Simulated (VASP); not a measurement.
# Zn (P6/mmm) in VASP: single point with LDA

Aim: the single point of Zn with LDA.

Everything below comes from runs of VASP 6.6.1. Logs are shortened: lines on timing, memory, paths and dates and some standing lists are left out, and cuts for length are marked.

### 1 The cell of the first run

The structure is hexagonal, space group P6/mmm (No. 191). The conventional cell has a = 5.350 Å, b = 5.350 Å, c = 4.973 Å, α = 90.00°, β = 90.00°, γ = 120.00°.

### 2 Single point, LDA

The input, INCAR:

```
SYSTEM = Zn
PREC = Accurate
ENCUT = 520
EDIFF = 1E-6
ISMEAR = 1
SIGMA = 0.1
LREAL = .False.
LASPH = .True.
NELM = 80
ALGO = Normal
ISIF = 2
LWAVE = .False.
LCHARG = .False.
NBANDS = 12
```

The input, KPOINTS:

```
regular mesh
0
Gamma
  5 5 5
  0 0 0
```

The input, POSCAR:

```
Zn
1.0
    5.3502300000      0.0000000000      0.0000000000
   -2.6751150000      4.6334350000      0.0000000000
    0.0000000000      0.0000000000      4.9730240000
Zn
1
Direct
    0.0000000000      0.0000000000      0.0000000000
```

Potentials or basis: VASP PAW LDA potentials, release 64 (Zn).

Command:

```sh
> cat potpaw_LDA.64/Zn/POTCAR > POTCAR
> mpirun -np 1 vasp_std > vasp.out
```

OUTCAR:

```text
SYSTEM = Zn
   PREC = Accurate
   ENCUT = 520
   EDIFF = 1E-6
   ISMEAR = 1
   LREAL = .False.
   LASPH = .True.
   NELM = 80
   ISIF = 2

 ion  position               nearest neighbor table
   1  0.000  0.000  0.000-

  LATTYP: Found a hexagonal cell.
 ALAT       =     5.3502300000
 C/A-ratio  =     0.9294972366

  Lattice vectors:

 A1 = (   5.3502300000,   0.0000000000,   0.0000000000)
 A2 = (  -2.6751150000,   4.6334350000,   0.0000000000)
 A3 = (   0.0000000000,   0.0000000000,   4.9730240000)

Analysis of symmetry for initial positions (statically):
=====================================================================
 Subroutine PRICEL returns:
 Original cell was already a primitive cell.

 Routine SETGRP: Setting up the symmetry group for a
 hexagonal supercell.

 Subroutine GETGRP returns: Found 24 space group operations
 (whereof 24 operations were pure point group operations)
 out of a pool of 24 trial point group operations.

The static configuration has the point symmetry D_6h.

Analysis of symmetry for dynamics (positions and initial velocities):
=====================================================================
 Subroutine PRICEL returns:
 Original cell was already a primitive cell.

 Routine SETGRP: Setting up the symmetry group for a
 hexagonal supercell.

 Subroutine GETGRP returns: Found 24 space group operations
 (whereof 24 operations were pure point group operations)
 out of a pool of 24 trial point group operations.

The dynamic configuration has the point symmetry D_6h.

 Subroutine INISYM returns: Found 24 space group operations
 (whereof 24 operations are pure point group operations),
 and found     1 'primitive' translations

----------------------------------------------------------------------------------------

                                     Primitive cell

  volume of cell :     123.2810

  direct lattice vectors                    reciprocal lattice vectors
     5.350230000  0.000000000  0.000000000     0.186907853  0.107911301  0.000000000
    -2.675115000  4.633435000  0.000000000     0.000000000  0.215822602  0.000000000
     0.000000000  0.000000000  4.973024000     0.000000000  0.000000000  0.201084893

  length of vectors
     5.350230000  5.350229917  4.973024000     0.215822599  0.215822602  0.201084893

  position of ions in fractional coordinates (direct lattice)
     0.000000000  0.000000000  0.000000000

  ion indices of the primitive-cell ions
   primitive index   ion index
                 1           1

----------------------------------------------------------------------------------------

 KPOINTS: regular mesh

Automatic generation of k-mesh.
 Grid dimensions read from file:
 generate k-points for:    5    5    5

 Generating k-lattice:

  Cartesian coordinates                     Fractional coordinates (reciprocal lattice)
     0.037381571  0.021582260  0.000000000     0.200000000  0.000000000  0.000000000
     0.000000000  0.043164520  0.000000000     0.000000000  0.200000000  0.000000000
     0.000000000  0.000000000  0.040216979     0.000000000  0.000000000  0.200000000

  Length of vectors
     0.043164520  0.043164520  0.040216979

  Shift w.r.t. Gamma in fractional coordinates (k-lattice)
     0.000000000  0.000000000  0.000000000

 Subroutine IBZKPT returns following result:
 ===========================================

 Found     15 irreducible k-points:

 Following reciprocal coordinates:
            Coordinates               Weight
  0.000000  0.000000  0.000000      1.000000
  0.200000  0.000000  0.000000      6.000000
  0.400000  0.000000  0.000000      6.000000
  0.200000  0.200000  0.000000      6.000000
  0.400000  0.200000  0.000000      6.000000
  0.000000  0.000000  0.200000      2.000000
  0.200000  0.000000  0.200000     12.000000
  0.400000  0.000000  0.200000     12.000000
  0.200000  0.200000  0.200000     12.000000
  0.400000  0.200000  0.200000     12.000000
  0.000000  0.000000  0.400000      2.000000
  0.200000  0.000000  0.400000     12.000000
  0.400000  0.000000  0.400000     12.000000
  0.200000  0.200000  0.400000     12.000000
  0.400000  0.200000  0.400000     12.000000
   k-points           NKPTS =     15   k-points in BZ     NKDIM =     15   number of bands    NBANDS=     12
   number of dos      NEDOS =    301   number of ions     NIONS =      1
   total plane-waves  NPLWV =  64000
   dimension x,y,z NGX =    40 NGY =   40 NGZ =   40
   dimension x,y,z NGXF=    80 NGYF=   80 NGZF=   80
   ions per type =               1
   NGX,Y,Z   is equivalent  to a cutoff of  12.43, 12.43, 13.37 a.u.
   NGXF,Y,Z  is equivalent  to a cutoff of  24.86, 24.86, 26.74 a.u.
 SYSTEM =  Zn
   PREC   = accura    normal or accurate (medium, high low for compatibility)
   ISTART =      0    job   : 0-new  1-cont  2-samecut
   ICHARG =      2    charge: 1-file 2-atom 10-const
   ISPIN  =      1    spin polarized calculation?
   LNONCOLLINEAR =      F non collinear calculations
   LSORBIT =      F    spin-orbit coupling
   LASPH  =      T    aspherical Exc in radial PAW
   ENCUT  =  520.0 eV  38.22 Ry    6.18 a.u.   9.95  9.95  9.25*2*pi/ulx,y,z
   NELM   =     80;   NELMIN=  2; NELMDL= -5     # of ELM steps
   EDIFF  = 0.1E-05   stopping-criterion for ELM
   LREAL  =      F    real-space projection
   EDIFFG = 0.1E-04   stopping-criterion for IOM
   NSW    =      0    number of steps for IOM
   IBRION =     -1    ionic relax: 0-MD 1-quasi-New 2-CG
   NFREE  =      0    steps in history (QN), initial steepest desc. (CG)
   ISIF   =      2    stress and relaxation
   ISYM   =      2    0-nonsym 1-usesym 2-fastsym
   POTIM  = 0.5000    time-step for ionic-motion
   TEBEG  =    0.0;   TEEND  =   0.0 temperature during run
   PSTRESS=    0.0 pullay stress
   NELECT =      12.0000    total number of electrons
   NUPDOWN=      -1.0000    fix difference up-down
   EMIN   =  10.00;   EMAX   =-10.00  energy-range for DOS
   EFERMI =   0.00;   METHOD = LEGACY
   ISMEAR =     1;   SIGMA  =   0.10  broadening in eV -4-tet -1-fermi 0-gaus
   EFERMI_NEDOS =   21; number of points for ismear=-14 and -15
   IALGO  =     38    algorithm
   IMIX   =      4    mixing-type and parameters
     AMIX     =   0.40;   BMIX     =  1.00
     AMIX_MAG =   1.60;   BMIX_MAG =  1.00
  volume/ion in A,a.u.               =     123.28       831.94
  Fermi-wavevector in a.u.,A,eV,Ry     =   0.753072  1.423100  7.716103  0.567118
  Thomas-Fermi vector in A             =   1.850428
   LORBIT       =      0    0 simple, 1 ext, 2 COOP (PROOUT), +10 PAW based schemes
   GGA     = CA    functional components
   LHFCALC =     F    Hartree Fock is set to
   AEXX    =    0.0000 exact exchange contribution
   IVDW    =     0    specifies the selected vdW correction
   LEPSILON=     F    determine dielectric tensor
   LRPA    =     F    only Hartree local field effects (RPA)
 non-spin polarized calculation
 Methfessel and Paxton  Order N= 1 SIGMA  =   0.10
  energy-cutoff  :      520.00
  volume of cell :      123.28
 maximum number of plane-waves:      3334
 NGX is ok and might be reduce to    40
   NGX = 19   NGY = 19   NGZ = 19

 number of electron      12.0000015 magnetization

 Free energy of the ion-electron system (eV)
  ---------------------------------------------------
  ext. energy  EPLUGINS =         0.00000000
  ---------------------------------------------------
  free energy    TOTEN  =        -0.05188484 eV

  energy without entropy =       -0.05334774  energy(sigma->0) =       -0.05237247

 E-fermi :  -5.0084     XC(G=0):  -4.0128

 val. band max:       -5.0786444629   @ k =   0.4000   0.2000   0.4000
 cond. band min:      -1.5278141387   @ k =   0.0000   0.0000   0.4000
 fundamental gap:      3.5508303243
 Fermi energy:        -5.0084194132

 k-point     1 :       0.0000    0.0000    0.0000
  band No.  band energies     occupation
      1      -9.5885      2.00000
      2      -9.5833      2.00000
      3      -9.5833      2.00000
      4      -9.5785      2.00000
      5      -9.5785      2.00000
      6      -5.8350      2.00000
      7       0.8128      0.00000
      8       0.8644      0.00000
      9       0.8644      0.00000
     10       1.3619      0.00000
     11       3.5168      0.00000
     12       4.5284      0.00000

 k-point     2 :       0.2000    0.0000    0.0000
  band No.  band energies     occupation
      1      -9.5877      2.00000
      2      -9.5834      2.00000
      3      -9.5816      2.00000
      4      -9.5791      2.00000
      5      -9.5786      2.00000
      6      -5.7047      2.00000
      7      -0.4009      0.00000
      8       0.6223      0.00000
      9       0.9470      0.00000
     10       2.2106      0.00000
     11       3.4488      0.00000
     12       4.3561      0.00000

 k-point     3 :       0.4000    0.0000    0.0000
  band No.  band energies     occupation
      1      -9.5871      2.00000
      2      -9.5828      2.00000
      3      -9.5802      2.00000
      4      -9.5789      2.00000
      5      -9.5787      2.00000
      6      -5.4527      2.00000
      7      -1.4406      0.00000
      8       0.3171      0.00000
      9       1.2034      0.00000
     10       2.1815      0.00000
     11       3.7111      0.00000
     12       4.9566      0.00000
[... 151 lines left out ...]
 k-point    14 :       0.2000    0.2000    0.4000
  band No.  band energies     occupation
      1      -9.5830      2.00000
      2      -9.5827      2.00000
      3      -9.5819      2.00000
      4      -9.5802      2.00000
      5      -9.5765      2.00000
      6      -5.2033      2.01877
      7      -1.0030      0.00000
      8      -0.5406      0.00000
      9       0.3450      0.00000
     10       2.4240      0.00000
     11       3.5096      0.00000
     12       4.5746      0.00000

 k-point    15 :       0.4000    0.2000    0.4000
  band No.  band energies     occupation
      1      -9.5834      2.00000
      2      -9.5824      2.00000
      3      -9.5823      2.00000
      4      -9.5790      2.00000
      5      -9.5759      2.00000
      6      -5.0786      1.92131
      7      -0.8681      0.00000
      8      -0.7002      0.00000
      9      -0.0539      0.00000
     10       1.9615      0.00000
     11       2.9619      0.00000
     12       4.3947      0.00000

------------------------ aborting loop because EDIFF is reached ----------------------------------------

  FORCE on cell =-STRESS in cart. coord.  units (eV):
  Direction    XX          YY          ZZ          XY          YZ          ZX
  --------------------------------------------------------------------------------------
  -------------------------------------------------------------------------------------
  Total       -0.1209506     -0.1209506     -0.1371783      0.0000000     -0.0000000      0.0000000
  in kB       -1.5718909     -1.5718909     -1.7827889      0.0000000     -0.0000000      0.0000000
  external PRESSURE =      -1.6421902 kB  Pullay stress =       0.0000000 kB

 VOLUME and BASIS-vectors are now :
 -----------------------------------------------------------------------------
  energy-cutoff  :      520.00
  volume of cell :      123.28
      direct lattice vectors                 reciprocal lattice vectors
     5.350230000  0.000000000  0.000000000     0.186907853  0.107911301  0.000000000
    -2.675115000  4.633435000  0.000000000     0.000000000  0.215822602  0.000000000
     0.000000000  0.000000000  4.973024000     0.000000000  0.000000000  0.201084893

 POSITION                                       TOTAL-FORCE (eV/Angst)
 -----------------------------------------------------------------------------------
      0.00000      0.00000      0.00000        -0.000000      0.000000      0.000000
 -----------------------------------------------------------------------------------
    total drift:                               -0.000000     -0.000000      0.000000

  FREE ENERGIE OF THE ION-ELECTRON SYSTEM (eV)
  ---------------------------------------------------
  free  energy   TOTEN  =        -0.0518848389 eV

  energy  without entropy=       -0.0533477424  energy(sigma->0) =       -0.05237247
```

It took 12 s on 1 thread of Intel Xeon 6975P-C, shared host; peak memory 0.19 GiB.

What came out:

```yaml
Free_energy: -0.0519 eV
Pressure: -0.2 GPa
Band_gap_on_the_k_mesh: 3.55 eV, indirect (least direct gap 3.96 eV)
```

Levels at points of the mesh, in eV from the valence-band top:
```
           k point  band 2  band 3  band 4  band 5  band 6  band 7  band 8  band 9  band 10  band 11
(0.00, 0.00, 0.00)   -4.50   -4.50   -4.50   -4.50   -0.76    5.89    5.94    5.94     6.44     8.60
```
